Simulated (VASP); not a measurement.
**IrRuC6N6: single point with PBE**

IrRuC6N6:

```
Ru Ir C N
1.0
     0.00000    5.17059    5.17059
     5.17059    0.00000    5.17059
     5.17059    5.17059    0.00000
Ru Ir C N
1 1 6 6
Direct
  0.50000 0.50000 0.50000
  0.00000 0.00000 0.00000
  0.80569 0.19431 0.19431
  0.19431 0.80569 0.19431
  0.19431 0.19431 0.80569
  0.19431 0.80569 0.80569
  0.80569 0.19431 0.80569
  0.80569 0.80569 0.19431
  0.69304 0.30696 0.30696
  0.30696 0.69304 0.30696
  0.30696 0.30696 0.69304
  0.30696 0.69304 0.69304
  0.69304 0.30696 0.69304
  0.69304 0.69304 0.30696
```

```yaml
Program: VASP 6.6.1
Task: single point
Functional: PBE
Potentials_or_basis: VASP PAW PBE potentials, release 64 (Ru_pv, Ir, C, N)
Cutoff: 520 eV
k_mesh: 4 × 4 × 4
Occupations: gaussian, width 0.1 eV
Spin: collinear spin, antiferromagnetic start
Starting_moments: "[1.0, -1.0, 0.0, 0.0, 0.0, 0.0, 0.0, 0.0, 0.0, 0.0, 0.0, 0.0, 0.0, 0.0] μB"
Dipole_correction: no
Further_INCAR_settings: ALGO = Normal; EDIFF = 1e-06; NBANDS = 56
```

* Pressure: 0.8 GPa
* Largest force: 0.375 eV/Å
* Band gap on the k mesh: zero (filled and empty bands overlap)
* Net moment: 0.98 μB per cell
* Site moments: Ru +0.64; Ir +0.12; C +0.01; N +0.00 μB
* Valence electrons inside the program's atomic spheres: Ru 12.57; Ir 8.97; C 2.60; N 3.91

Forces in eV/Å, atoms in the order of the input:
```
Ru   0.000  0.000  0.000
Ir   0.000  0.000  0.000
C   -0.299  0.000  0.000
C    0.000 -0.299  0.000
C    0.000  0.000 -0.299
C    0.299  0.000  0.000
C    0.000  0.299  0.000
C    0.000  0.000  0.299
N    0.375  0.000  0.000
N    0.000  0.375  0.000
N    0.000  0.000  0.375
N   -0.375  0.000  0.000
N    0.000 -0.375  0.000
N    0.000  0.000 -0.375
```

Levels at points of the mesh, in eV from the Fermi level:
Spin up:
| k point | band 36 | band 37 | band 38 | band 39 | band 40 | band 41 | band 42 | band 43 |
| --- | --- | --- | --- | --- | --- | --- | --- | --- |
| (0.00, 0.00, 0.00) | -2.71 | -0.11 | -0.11 | -0.11 | 3.45 | 3.45 | 4.35 | 4.35 |
| (0.50, 0.00, 0.00) | -1.71 | -0.67 | -0.67 | -0.66 | 3.99 | 3.99 | 4.96 | 5.00 |
| (0.50, 0.50, 0.00) | -1.40 | -0.45 | -0.45 | -0.12 | 3.45 | 3.83 | 4.26 | 4.64 |
Spin down:
```
           k point  band 35  band 36  band 37  band 38  band 39  band 40  band 41  band 42
(0.00, 0.00, 0.00)    -2.67    -2.67     0.25     0.25     0.25     3.63     3.63     4.38
(0.50, 0.00, 0.00)    -1.65    -1.65    -0.26    -0.26    -0.26     4.19     4.19     5.05
(0.50, 0.50, 0.00)    -1.34    -1.34    -0.03    -0.03     0.25     3.63     4.03     4.29
```

Wall time 8.9 min on 1 thread of Intel(R) Xeon(R) Platinum 8488C (Sapphire Rapids) (shared host), peak memory 0.63 GiB.

Caveat: spin-orbit coupling is left out, which moves the levels of the heavy elements.
